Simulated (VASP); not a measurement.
Set up this calculation in VASP 6.6.1, as the native input.

```
Task                   : single point
Functional             : PBEsol
Potentials or basis    : VASP PAW PBE potentials, release 64 (Ca_sv)
Cutoff                 : 520 eV
k mesh                 : 14 × 14 × 14
Occupations            : gaussian, width 0.15 eV
Spin                   : no spin polarisation
Dipole correction      : no
Further INCAR settings : ALGO = Normal; EDIFF = 1e-06; NBANDS = 11
```

The structure of Ca lies in POSCAR:

```
Ca
1.0
    0.0000000000      2.7942000000      2.7942000000
    2.6265480000      0.0000000000      2.7942000000
    2.6265480000      2.7942000000      0.0000000000
Ca
1
Direct
    0.0000000000      0.0000000000      0.0000000000
```

This cell differs from its parent crystal: strain -0.0600 x Voigt [1, 0, 0, 0, 0, 0].

These files were run (other wordings do the same):

INCAR

```
ALGO = Normal ; EDIFF = 1E-6
ENCUT = 520 ; GGA = PS
ISIF = 2 ; ISMEAR = 0
LASPH = True ; LCHARG = False
LREAL = False ; LWAVE = False
NBANDS = 11 ; NELM = 80
PREC = Accurate ; SIGMA = 0.15
```

KPOINTS

```
k-points
0
Gamma
  14 14 14
```

Potentials or basis: VASP PAW PBE potentials, release 64 (Ca_sv).

The run is started by

```bash
$ cat potpaw_PBE.64/Ca_sv/POTCAR > POTCAR
$ mpirun -np 1 vasp_std > vasp.out
```

It gave:

```
Pressure               : -0.2 GPa
Band gap on the k mesh : zero (band 5 reaches 2.16 eV, above the bottom of band 6 at 1.87 eV)
```

Caveat: the cell differs from its parent crystal (strain -0.0600 x Voigt [1, 0, 0, 0, 0, 0]); the PAW data sets were made with another functional, which shifts forces and pressure a little.

Run time: 39 s on 1 thread of Intel(R) Xeon(R) 6975P-C (Granite Rapids) (shared host), peak memory 0.24 GiB.
